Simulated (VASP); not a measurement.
A run of VASP 6.6.1 is set up as follows.

INCAR

```
SYSTEM = Zn
  PREC = Accurate
  ENCUT = 500
  EDIFF = 1E-7
  ISMEAR = -1
  SIGMA = 0.1
  LREAL = .False.
  LASPH = .True.
  NELM = 120
  ALGO = Normal
  ISIF = 3
  LWAVE = .False.
  LCHARG = .False.
  IBRION = 2
  NSW = 80
  EDIFFG = -0.01
  GGA_COMPAT = .False.
  NELMIN = 4
```

The input KPOINTS:

```
regular mesh
0
Gamma
  12 12 12
  0 0 0
```

Contents of POSCAR:

```
Zn
1.0
    2.5420818099      0.0000000000      0.0000000000
    0.0000000000      2.5420818099      0.0000000000
    0.0000000000      0.0000000000      2.5420818099
Zn
1
Direct
    0.0000000000      0.0000000000      0.0000000000
```

Potentials or basis: VASP PAW LDA potentials, release 64 (Zn).

The run is started by

```sh
$ cat potpaw_LDA.64/Zn/POTCAR > POTCAR
$ mpirun -np 1 vasp_std > vasp.out
```

Predict the relaxed cell.

a = 2.528 Å, b = 2.528 Å, c = 2.528 Å, α = 90.00°, β = 90.00°, γ = 90.00°.

Predict the band gap on the k mesh.

zero (band 6 reaches 8.15 eV, above the bottom of band 7 at -0.60 eV).

Step by step:
| step | energy change (eV) | largest force (eV/Å) | pressure (GPa) | volume (Å³) |
| --- | --- | --- | --- | --- |
| 1 | 0.0000 | 0.0000 | -1.11 | 16.43 |
| 2 | -0.0009 | 0.0000 | 0.03 | 16.16 |
